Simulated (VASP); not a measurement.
Input of a VASP 6.6.1 run:

Contents of INCAR:

```
ALGO = Normal
EDIFF = 1E-6
ENCUT = 500
GGA = PE
GGA_COMPAT = False
ISIF = 2
ISMEAR = 0
LASPH = True
LCHARG = False
LREAL = False
LWAVE = False
NBANDS = 17
NELM = 120
PREC = Accurate
SIGMA = 0.05
```

File KPOINTS:

```
k-points
0
Gamma
  8 8 8
```

Contents of POSCAR:

```
TePb
1.0
    0.0000000000      3.3076750000      3.2270000000
    3.3076750000      0.0000000000      3.2270000000
    3.3076750000      3.3076750000      0.0000000000
Te Pb
1 1
Direct
    0.5000000000      0.5000000000      0.5000000000
    0.0000000000      0.0000000000      0.0000000000
```

Potentials or basis: VASP PAW PBE potentials, release 64 (Te, Pb_d).

Run with:

```console
$ cat potpaw_PBE.64/Te/POTCAR potpaw_PBE.64/Pb_d/POTCAR > POTCAR
$ mpirun -np 1 vasp_std > vasp.out
```

Q: Predict the band gap on the k mesh.

A: 0.80 eV.

Q: What does it give for the pressure?

A: 0.2 GPa.

Stress tensor (GPa, compression positive):
```
-0.70  0.00  0.00
 0.00 -0.70  0.00
 0.00  0.00  1.90
```

Caveat: the cell differs from its parent crystal (strain +0.025 along x and y, +0.000 along z); spin-orbit coupling is left out, which moves the levels of the heavy elements. A k mesh can miss the band edges.
